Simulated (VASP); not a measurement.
TaN, 12 atoms in the cell. The cell holds a wire or tube with vacuum around it, 12 atoms: a = 11.700 Å, b = 12.400 Å, c = 6.843 Å, α = 90.00°, β = 90.00°, γ = 90.00°. 

| Item | Value |
| --- | --- |
| Program | VASP 6.6.1 |
| Task | single point |
| Functional | PBE |
| Potentials or basis | VASP PAW PBE potentials, release 64 (Ta_sv_GW, N) |
| Cutoff | 520 eV |
| k mesh | 1 × 1 × 7 |
| Occupations | gaussian, width 0.05 eV |
| Spin | no spin polarisation |
| Dipole correction | no |
| Further INCAR settings | ALGO = Normal; EDIFF = 1e-06; NBANDS = 66 |

Potentials or basis: VASP PAW PBE potentials, release 64 (Ta_sv_GW, N).

Launch:

```console
$ cat potpaw_PBE.64/Ta_sv_GW/POTCAR potpaw_PBE.64/N/POTCAR > POTCAR
$ mpirun -np 1 vasp_std > vasp.out
```

Hardware: 1 thread of Intel(R) Xeon(R) Platinum 8259CL CPU @ 2.50GHz (Skylake/Cascade Lake), with other jobs on the host.

Task: How long does it take, and how much memory?

Result: It took 19 min on 1 thread of Intel(R) Xeon(R) Platinum 8259CL CPU @ 2.50GHz (Skylake/Cascade Lake) (shared host), peak memory 0.96 GiB. Counts: scf iterations 31, k points 4.
